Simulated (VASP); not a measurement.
# Ti3Al (Fm-3m) in VASP: further runs

Runs on Ti3Al. Level: PBEsol. Tasks: single point.

Program: VASP 6.6.1. These are calculated values, not measurements. Logs are shortened: lines on timing, memory, paths and dates and some standing lists are left out, and cuts for length are marked.

## 1. The cell of the first run

It takes space group Fm-3m (No. 225, cubic). Conventional cell: a = 6.464 Å, b = 6.464 Å, c = 6.464 Å, α = 90.00°, β = 90.00°, γ = 90.00°. Ti (site symmetry -43m) has 10 Ti at 2.80 to 3.23 Å and 4 Al at 2.80 Å within 3.7 Å. Within 3.7 Å of Ti (site symmetry m-3m) lie 8 Ti at 2.80 Å and 6 Al at 3.23 Å. Al (site symmetry m-3m) has 14 Ti at 2.80 to 3.23 Å within 3.7 Å.

## 2. Single point, PBEsol, collinear spin

INCAR

```
SYSTEM = Ti3Al
  ALGO = Normal
  EDIFF = 1E-7
  ENCUT = 520
  GGA = PS
  ISIF = 2
  ISMEAR = 0
  ISPIN = 2
  LASPH = .True.
  LCHARG = .False.
  LMAXMIX = 4
  LORBIT = 11
  LREAL = .False.
  LWAVE = .False.
  MAGMOM = 1 1 1 0
  NBANDS = 32
  NELM = 150
  PREC = Accurate
  SIGMA = 0.1
```

KPOINTS

```
k-points
0
Gamma
  6 6 6
  0 0 0
```

POSCAR

```
Ti3Al
1.0
    0.0000000000      3.2317810000      3.2317810000
    3.2317810000      0.0000000000      3.2317810000
    3.2317810000      3.2317810000      0.0000000000
Ti Al
3 1
Direct
    0.7500000000      0.7500000000      0.7500000000
    0.2500000000      0.2500000000      0.2500000000
    0.0000000000      0.0000000000      0.0000000000
    0.5000000000      0.5000000000      0.5000000000
```

Potentials or basis: VASP PAW PBE potentials, release 64 (Ti_sv, Al).

The run is started by

```console
$ cat potpaw_PBE.64/Ti_sv/POTCAR potpaw_PBE.64/Al/POTCAR > POTCAR
$ mpirun -np 1 vasp_std > vasp.out
```

OUTCAR:

```text
SYSTEM = Ti3Al
   EDIFF = 1E-7
   ENCUT = 520
   GGA = PS
   ISIF = 2
   ISMEAR = 0
   ISPIN = 2
   LASPH = .True.
   LORBIT = 11
   LREAL = .False.
   NELM = 150
   PREC = Accurate

 ion  position               nearest neighbor table
   1  0.750  0.750  0.750-   4 2.80   4 2.80   4 2.80   3 2.80   4 2.80   3 2.80   3 2.80   3 2.80

   2  0.250  0.250  0.250-   3 2.80   3 2.80   3 2.80   3 2.80   4 2.80   4 2.80   4 2.80   4 2.80

   3  0.000  0.000  0.000-   1 2.80   1 2.80   1 2.80   1 2.80   2 2.80   2 2.80   2 2.80   2 2.80

   4  0.500  0.500  0.500-   2 2.80   2 2.80   2 2.80   1 2.80   2 2.80   1 2.80   1 2.80   1 2.80

  LATTYP: Found a face centered cubic cell.
 ALAT       =     6.4635620000

  Lattice vectors:

 A1 = (   0.0000000000,   3.2317810000,   3.2317810000)
 A2 = (   3.2317810000,   0.0000000000,   3.2317810000)
 A3 = (   3.2317810000,   3.2317810000,   0.0000000000)

Analysis of symmetry for initial positions (statically):
=====================================================================
 Subroutine PRICEL returns:
 Original cell was already a primitive cell.

 Routine SETGRP: Setting up the symmetry group for a
 face centered cubic supercell.

 Subroutine GETGRP returns: Found 48 space group operations
 (whereof 48 operations were pure point group operations)
 out of a pool of 48 trial point group operations.

The static configuration has the point symmetry O_h .

Analysis of symmetry for dynamics (positions and initial velocities):
=====================================================================
 Subroutine PRICEL returns:
 Original cell was already a primitive cell.

 Routine SETGRP: Setting up the symmetry group for a
 face centered cubic supercell.

 Subroutine GETGRP returns: Found 48 space group operations
 (whereof 48 operations were pure point group operations)
 out of a pool of 48 trial point group operations.

The dynamic configuration has the point symmetry O_h .

Analysis of structural, dynamic, and magnetic symmetry:
=====================================================================
 Subroutine PRICEL returns:
 Original cell was already a primitive cell.

 Routine SETGRP: Setting up the symmetry group for a
 face centered cubic supercell.

 Subroutine GETGRP returns: Found 48 space group operations
 (whereof 48 operations were pure point group operations)
 out of a pool of 48 trial point group operations.

The overall configuration has the point symmetry O_h .

 Subroutine INISYM returns: Found 48 space group operations
 (whereof 48 operations are pure point group operations),
 and found     1 'primitive' translations

----------------------------------------------------------------------------------------

                                     Primitive cell

  volume of cell :      67.5081

  direct lattice vectors                    reciprocal lattice vectors
     0.000000000  3.231781000  3.231781000    -0.154713454  0.154713454  0.154713454
     3.231781000  0.000000000  3.231781000     0.154713454 -0.154713454  0.154713454
     3.231781000  3.231781000  0.000000000     0.154713454  0.154713454 -0.154713454

  length of vectors
     4.570428521  4.570428521  4.570428521     0.267971562  0.267971562  0.267971562

  position of ions in fractional coordinates (direct lattice)
     0.750000000  0.750000000  0.750000000
     0.250000000  0.250000000  0.250000000
     0.000000000  0.000000000  0.000000000
     0.500000000  0.500000000  0.500000000

  ion indices of the primitive-cell ions
   primitive index   ion index
                 1           1
                 2           2
                 3           3
                 4           4

----------------------------------------------------------------------------------------

 KPOINTS: k-points

Automatic generation of k-mesh.
 Grid dimensions read from file:
 generate k-points for:    6    6    6

 Generating k-lattice:

  Cartesian coordinates                     Fractional coordinates (reciprocal lattice)
    -0.025785576  0.025785576  0.025785576     0.166666667  0.000000000  0.000000000
     0.025785576 -0.025785576  0.025785576     0.000000000  0.166666667  0.000000000
     0.025785576  0.025785576 -0.025785576     0.000000000  0.000000000  0.166666667

  Length of vectors
     0.044661927  0.044661927  0.044661927

  Shift w.r.t. Gamma in fractional coordinates (k-lattice)
     0.000000000  0.000000000  0.000000000

 Subroutine IBZKPT returns following result:
 ===========================================

 Found     16 irreducible k-points:

 Following reciprocal coordinates:
            Coordinates               Weight
  0.000000  0.000000  0.000000      1.000000
  0.166667  0.000000  0.000000      8.000000
  0.333333  0.000000  0.000000      8.000000
  0.500000  0.000000  0.000000      4.000000
  0.166667  0.166667  0.000000      6.000000
  0.333333  0.166667  0.000000     24.000000
[... 8 lines left out ...]
 -0.333333  0.333333  0.166667     24.000000
 -0.333333  0.500000  0.166667     12.000000
   k-points           NKPTS =     16   k-points in BZ     NKDIM =     16   number of bands    NBANDS=     32
   number of dos      NEDOS =    301   number of ions     NIONS =      4
   total plane-waves  NPLWV =  46656
   dimension x,y,z NGX =    36 NGY =   36 NGZ =   36
   dimension x,y,z NGXF=    72 NGYF=   72 NGZF=   72
   ions per type =               3   1
   NGX,Y,Z   is equivalent  to a cutoff of  13.09, 13.09, 13.09 a.u.
   NGXF,Y,Z  is equivalent  to a cutoff of  26.19, 26.19, 26.19 a.u.
 SYSTEM =  Ti3Al
   PREC   = accura    normal or accurate (medium, high low for compatibility)
   ISTART =      0    job   : 0-new  1-cont  2-samecut
   ICHARG =      2    charge: 1-file 2-atom 10-const
   ISPIN  =      2    spin polarized calculation?
   LNONCOLLINEAR =      F non collinear calculations
   LSORBIT =      F    spin-orbit coupling
   LASPH  =      T    aspherical Exc in radial PAW
   ENCUT  =  520.0 eV  38.22 Ry    6.18 a.u.   8.50  8.50  8.50*2*pi/ulx,y,z
   NELM   =    150;   NELMIN=  2; NELMDL= -5     # of ELM steps
   EDIFF  = 0.1E-06   stopping-criterion for ELM
   LREAL  =      F    real-space projection
   EDIFFG = 0.1E-05   stopping-criterion for IOM
   NSW    =      0    number of steps for IOM
   IBRION =     -1    ionic relax: 0-MD 1-quasi-New 2-CG
   NFREE  =      0    steps in history (QN), initial steepest desc. (CG)
   ISIF   =      2    stress and relaxation
   ISYM   =      2    0-nonsym 1-usesym 2-fastsym
   POTIM  = 0.5000    time-step for ionic-motion
   TEBEG  =    0.0;   TEEND  =   0.0 temperature during run
   PSTRESS=    0.0 pullay stress
   NELECT =      39.0000    total number of electrons
   NUPDOWN=      -1.0000    fix difference up-down
   EMIN   =  10.00;   EMAX   =-10.00  energy-range for DOS
   EFERMI =   0.00;   METHOD = LEGACY
   ISMEAR =     0;   SIGMA  =   0.10  broadening in eV -4-tet -1-fermi 0-gaus
   EFERMI_NEDOS =   21; number of points for ismear=-14 and -15
   IALGO  =     38    algorithm
   IMIX   =      4    mixing-type and parameters
     AMIX     =   0.40;   BMIX     =  1.00
     AMIX_MAG =   1.60;   BMIX_MAG =  1.00
  volume/ion in A,a.u.               =      16.88       113.89
  Fermi-wavevector in a.u.,A,eV,Ry     =   1.363466  2.576578 25.293784  1.859041
  Thomas-Fermi vector in A             =   2.489867
   LORBIT       =     11    0 simple, 1 ext, 2 COOP (PROOUT), +10 PAW based schemes
   GGA     = PS    functional components
   LHFCALC =     F    Hartree Fock is set to
   AEXX    =    0.0000 exact exchange contribution
   IVDW    =     0    specifies the selected vdW correction
   LEPSILON=     F    determine dielectric tensor
   LRPA    =     F    only Hartree local field effects (RPA)
 spin polarized calculation
 Gauss-broadening in eV      SIGMA  =   0.10
  energy-cutoff  :      520.00
  volume of cell :       67.51
 maximum number of plane-waves:      1853
 NGX is ok and might be reduce to    36
   NGX = 17   NGY = 17   NGZ = 17

 number of electron      39.0000007 magnetization       1.8980457

 Free energy of the ion-electron system (eV)
  ---------------------------------------------------
  ext. energy  EPLUGINS =         0.00000000
  ---------------------------------------------------
  free energy    TOTEN  =       -29.70655904 eV

  energy without entropy =      -29.67564280  energy(sigma->0) =      -29.69110092

 E-fermi :   7.9761     XC(G=0): -11.3631

 val. band max:        7.9597515728   @ k =   0.5000   0.0000   0.0000
 cond. band min:       7.9789094603   @ k =   0.5000   0.1667   0.0000
 fundamental gap:      0.0191578875
 Fermi energy:         7.9760907169

 spin component 1

 k-point     1 :       0.0000    0.0000    0.0000
  band No.  band energies     occupation
      1     -48.5657      1.00000
      2     -48.4653      1.00000
      3     -48.3737      1.00000
      4     -24.9964      1.00000
      5     -24.9964      1.00000
      6     -24.9964      1.00000
[... 533 lines left out ...]
     30      11.2105      0.00000
     31      11.2151      0.00000
 Fermi energy:         7.9760907169

 spin component 2

 k-point     1 :       0.0000    0.0000    0.0000
  band No.  band energies     occupation
      1     -48.3006      1.00000
      2     -48.2544      1.00000
      3     -47.5991      1.00000
      4     -24.6923      1.00000
      5     -24.6923      1.00000
      6     -24.6923      1.00000
[... 533 lines left out ...]
     30      11.3457      0.00000
     31      11.8189      0.00000
 [bands above 31 left out]

------------------------ aborting loop because EDIFF is reached ----------------------------------------

  FORCE on cell =-STRESS in cart. coord.  units (eV):
  Direction    XX          YY          ZZ          XY          YZ          ZX
  --------------------------------------------------------------------------------------
  -------------------------------------------------------------------------------------
  Total       -1.6900530     -1.6900530     -1.6900530     -0.0000000     -0.0000000      0.0000000
  in kB      -40.1102294    -40.1102294    -40.1102294     -0.0000000     -0.0000000      0.0000000
  external PRESSURE =     -40.1102294 kB  Pullay stress =       0.0000000 kB

 VOLUME and BASIS-vectors are now :
 -----------------------------------------------------------------------------
  energy-cutoff  :      520.00
  volume of cell :       67.51
      direct lattice vectors                 reciprocal lattice vectors
     0.000000000  3.231781000  3.231781000    -0.154713454  0.154713454  0.154713454
     3.231781000  0.000000000  3.231781000     0.154713454 -0.154713454  0.154713454
     3.231781000  3.231781000  0.000000000     0.154713454  0.154713454 -0.154713454

 POSITION                                       TOTAL-FORCE (eV/Angst)
 -----------------------------------------------------------------------------------
      4.84767      4.84767      4.84767        -0.000000     -0.000000     -0.000000
      1.61589      1.61589      1.61589         0.000000      0.000000      0.000000
      0.00000      0.00000      0.00000         0.000000     -0.000000     -0.000000
      3.23178      3.23178      3.23178         0.000000     -0.000000     -0.000000
 -----------------------------------------------------------------------------------
    total drift:                                0.000000      0.000000      0.000000

  FREE ENERGIE OF THE ION-ELECTRON SYSTEM (eV)
  ---------------------------------------------------
  free  energy   TOTEN  =       -29.7065590362 eV

  energy  without entropy=      -29.6756428036  energy(sigma->0) =      -29.69110092

 total charge

# of ion       s       p       d       tot
------------------------------------------
    1        2.213   6.127   1.905  10.245
    2        2.213   6.127   1.905  10.245
    3        2.251   6.096   1.971  10.318
    4        0.405   0.414   0.000   0.819
--------------------------------------------------
tot          7.082  18.764   5.781  31.626

 magnetization (x)

# of ion       s       p       d       tot
------------------------------------------
    1        0.002   0.030   0.216   0.248
    2        0.002   0.030   0.216   0.248
    3        0.012   0.030   0.900   0.943
    4       -0.006  -0.012   0.000  -0.019
--------------------------------------------------
tot          0.011   0.078   1.332   1.420
```

Wall time 93 s (1 thread of Intel Xeon Platinum 8259CL at 2.50GHz (Skylake/Cascade Lake), shared host); peak memory 0.26 GiB.

Results:

| Property | Result |
| --- | --- |
| Free energy | -29.7066 eV |
| Pressure | -4.0 GPa |
| Net moment | 1.90 μB per cell |
| Site moments | Ti +0.25, +0.94 (each value once); Al -0.02 μB |
| Valence electrons inside the program's atomic spheres | Ti 10.24, 10.32 (each value once); Al 0.82 |

Caveat: the cell stands under tension; the PAW data sets were made with another functional, which shifts forces and pressure a little.

## 3. Single point, PBEsol, collinear spin

This run uses another cell than the first one, of 16.25 Å³/atom.

INCAR

```
SYSTEM = Ti3Al
PREC = Accurate ; ENCUT = 520
EDIFF = 1E-6 ; ISMEAR = 0
SIGMA = 0.15 ; LREAL = .False.
LASPH = .True. ; NELM = 150
ALGO = Normal ; ISIF = 2
LWAVE = .False. ; LCHARG = .False.
ISPIN = 2 ; MAGMOM = 0.22 0.22 0.96 0
LORBIT = 11 ; LMAXMIX = 4
GGA = PS ; NBANDS = 32
```

KPOINTS

```
regular mesh
0
Gamma
  12 12 12
  0 0 0
```

POSCAR

```
Ti3Al
1.0
    0.0000000000      3.1911121595      3.1911121595
    3.1911121595      0.0000000000      3.1911121595
    3.1911121595      3.1911121595      0.0000000000
Ti Al
3 1
Direct
    0.7500000000      0.7500000000      0.7500000000
    0.2500000000      0.2500000000      0.2500000000
    0.0000000000      0.0000000000      0.0000000000
    0.5000000000      0.5000000000      0.5000000000
```

Potentials or basis: VASP PAW PBE potentials, release 64 (Ti_sv, Al).

The run is started by

```console
$ cat potpaw_PBE.64/Ti_sv/POTCAR potpaw_PBE.64/Al/POTCAR > POTCAR
$ mpirun -np 1 vasp_std > vasp.out
```

Run time: 6.2 min. Hardware: 1 thread of Intel Xeon Platinum 8259CL at 2.50GHz (Skylake/Cascade Lake), shared host; peak memory 0.38 GiB.

Results (log left out):

- Free energy: -29.7622 eV
- Pressure: 0.0 GPa
- Net moment: 1.67 μB per cell
- Site moments: Ti +0.20, +0.86 (each value once); Al -0.01 μB
- Valence electrons inside the program's atomic spheres: Ti 10.29, 10.36 (each value once); Al 0.84

Levels at points of the mesh, in eV from the Fermi level:
Spin up:
```
           k point  band 18  band 19  band 20  band 21  band 22  band 23  band 24  band 25
(0.00, 0.00, 0.00)    -1.83    -0.29    -0.29    -0.29     2.24     2.24     2.24     2.90
(0.50, 0.00, 0.00)    -0.58    -0.58    -0.17    -0.17     0.69     0.93     0.93     2.69
(0.50, 0.50, 0.00)    -0.64    -0.39    -0.39    -0.20     0.98     1.09     1.09     2.24
```
Spin down:
| k point | band 15 | band 16 | band 17 | band 18 | band 19 | band 20 | band 21 | band 22 | band 23 | band 24 |
| --- | --- | --- | --- | --- | --- | --- | --- | --- | --- | --- |
| (0.00, 0.00, 0.00) | -1.64 | -1.64 | -1.60 | -1.60 | 0.46 | 0.46 | 0.46 | 2.45 | 2.45 | 2.45 |
| (0.50, 0.00, 0.00) | -1.82 | -1.82 | -0.06 | 0.00 | 0.00 | 0.08 | 0.08 | 0.97 | 1.14 | 1.14 |
| (0.50, 0.50, 0.00) | -1.77 | -1.76 | -0.52 | -0.52 | -0.07 | 0.23 | 0.23 | 1.43 | 1.45 | 1.45 |

Caveat: the PAW data sets were made with another functional, which shifts forces and pressure a little.
